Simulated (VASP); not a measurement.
Here is a VASP 6.6.1 calculation.

INCAR

```
PREC     = Accurate       # precision mode
ENCUT    = 520            # plane-wave cutoff, eV
EDIFF    = 1E-6           # SCF threshold, eV
ISMEAR   = 0              # smearing method
SIGMA    = 0.1            # smearing width, eV
LREAL    = False          # projectors in reciprocal space
LASPH    = True           # aspherical terms in the spheres
NELM     = 150            # most SCF steps
ALGO     = Normal         # electronic algorithm
ISIF     = 2              # what is computed and relaxed
LWAVE    = False          # write WAVECAR
LCHARG   = True           # write CHGCAR
ISPIN    = 2              # spin polarisation
MAGMOM   = 0 0 0 1 1      # initial moments
LORBIT   = 11             # projections on sites
GGA      = PE             # functional
LELF     = True           # ELF
LVHAR    = True         
NBANDS   = 23             # bands
```

Contents of KPOINTS:

```
Automatic mesh
0
Gamma
  6 6 4
```

The input POSCAR:

```
Si3N2
1.0
    3.5937834264      0.0000000000      0.0000000000
    0.0000000000      3.5937834264      0.0000000000
    0.0000000000      0.0000000000      4.7087761018
Si N
3 2
Direct
    0.5000000000      0.0000000000      0.1522014006
    0.0000000000      0.5000000000      0.1522014006
    0.5000000000      0.5000000000      0.6846176067
    0.5000000000      0.0000000000      0.7691435510
    0.0000000000      0.5000000000      0.7691435510
```

Potentials or basis: VASP PAW PBE potentials, release 64 (Si, N).

Launch:

```sh
$ cat potpaw_PBE.64/Si/POTCAR potpaw_PBE.64/N/POTCAR > POTCAR
$ mpirun -np 1 vasp_std > vasp.out
```

(1) Predict the net moment.

(2) What does it give for the pressure?

(3) Predict the largest force.

## Answers

(1) 0.00 μB per cell.

(2) 0.2 GPa.

(3) 0.019 eV/Å.
